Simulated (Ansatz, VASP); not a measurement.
MgO: VASP beside Ansatz

POSCAR

```
MgO
1.0
    0.0000000000      2.1245000000      2.1245000000
    2.1245000000      0.0000000000      2.1245000000
    2.1245000000      2.1245000000      0.0000000000
Mg O
1 1
Direct
    0.0000000000      0.0000000000      0.0000000000
    0.5000000000      0.5000000000      0.5000000000
```

INCAR.step1

```
SYSTEM = MgO
  ALGO = Normal
  EDIFF = 1E-5
  ENCUT = 660
  GGA = PE
  GGA_COMPAT = .False.
  ISMEAR = 0
  LASPH = .True.
  LCHARG = .False.
  LREAL = .False.
  LWAVE = .True.
  NBANDS = 15
  NELM = 120
  PREC = Accurate
  SIGMA = 0.1
```

The input INCAR.step2:

```
SYSTEM = MgO
  ALGO = Normal
  EDIFF = 1E-6
  ENCUT = 660
  GGA_COMPAT = .False.
  ISIF = 2
  ISMEAR = 0
  ISTART = 1
  LASPH = .True.
  LCHARG = .False.
  LMIXTAU = .True.
  LREAL = .False.
  LWAVE = .False.
  METAGGA = R2SCAN
  NBANDS = 15
  NELM = 120
  PREC = Accurate
  SIGMA = 0.1
```

Contents of KPOINTS:

```
k-points
0
Gamma
  8 8 8
  0 0 0
```

Input for Ansatz:

```yaml
crystal:
  lattice:
    - [0.0, 2.1245, 2.1245]
    - [2.1245, 0.0, 2.1245]
    - [2.1245, 2.1245, 0.0]
  atoms:
    - { symbol: Mg, position: [0.0, 0.0, 0.0] }
    - { symbol: O, position: [0.5, 0.5, 0.5] }
basis:
  ecutwfc: 500
kpoints:
  mp_grid: { grid: [8, 8, 8] }
hamiltonian:
  xc: r2scan
  pseudopotentials: { kind: paw, azcp: { folder: soft_1 } }
scf:
  occupations: { method: gaussian, width: 0.1 }
output:
  forces: true
  stress: true
  eigenvalues: true
```

Alike in both runs: task single point; functional r2SCAN; k mesh 8 × 8 × 8; occupations gaussian, width 0.1 eV; no spin polarisation.

|  | VASP | Ansatz |
| --- | --- | --- |
| version | VASP 6.6.1 | Ansatz 0.2.0 |
| potentials or method | VASP PAW PBE potentials, release 64 (Mg_sv, O), cutoff 660 eV | scalar-relativistic, plane waves, PAW |
| valence electrons in the cell | 16 | 16 |

Ansatz gave:

- gap on the k mesh at the Fermi level (eV): 5.38
- least direct gap on the mesh (eV): 5.38
- pressure (GPa): -4.6

**Question.** What did VASP give for the same quantities?

**Answer.** gap on the k mesh at the Fermi level (eV): 5.40; least direct gap on the mesh (eV): 5.40; pressure (GPa): -5.0.

VASP's potentials were made for PBE, not for r2SCAN. The functional is the same, so the differences come from potentials, cutoffs and numerics.
